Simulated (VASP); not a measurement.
The system is AlIn2As3.

```
Al In As
1.0
     4.02422    0.00000    0.00000
    -2.01211    3.48508    0.00000
     0.00000    0.00000    9.85728
Al In As
1 2 3
Direct
  0.33333 0.66667 0.66667
  0.00000 0.00000 0.00000
  0.66667 0.33333 0.33333
  0.33333 0.66667 0.91667
  0.66667 0.33333 0.58333
  0.00000 0.00000 0.25000
```

- Program: VASP 6.6.1
- Task: relaxation of cell and atoms
- Functional: PBE
- Potentials or basis: VASP PAW PBE potentials, release 64 (Al, In_d, As)
- Cutoff: 600 eV
- k mesh: 6 × 6 × 2
- Occupations: gaussian, width 0.1 eV
- Spin: no spin polarisation

At the start: pressure 15.2 GPa; volume 23.04 Å³/atom.

Where does the relaxation end?

Over 9 steps the energy falls by 211.0 meV/atom and the volume is 27.49 Å³/atom (+19.3 %); space group P3m1 (No. 156, to 0.05 Å).

Step by step:
```tsv
step	energy change (eV)	largest force (eV/Å)	pressure (GPa)	volume (Å³)
1	0.0000	1.6859	15.16	138.25
2	-0.8656	0.3037	-4.87	186.62
3	-1.1984	0.5832	-0.28	166.53
4	-1.2281	0.3699	-0.15	165.89
5	-1.2554	0.2717	0.26	164.29
6	-1.2559	0.2463	0.20	164.49
7	-1.2646	0.1314	-0.09	165.27
8	-1.2646	0.1292	-0.09	165.29
9	-1.2658	0.0234	0.01	164.95
```

Final structure:
```
Al In As
1.0
     4.26800    0.00000    0.00000
    -2.13400    3.69620    0.00000
     0.00000    0.00000   10.45596
Al In As
1 2 3
Direct
  0.33333 0.66667 0.66632
  0.00000 0.00000 0.99422
  0.66667 0.33333 0.34063
  0.33333 0.66667 0.90306
  0.66667 0.33333 0.59702
  0.00000 0.00000 0.24875
```

Caveat: the volume moved by over 15 % at a fixed basis, so the end points are rough.
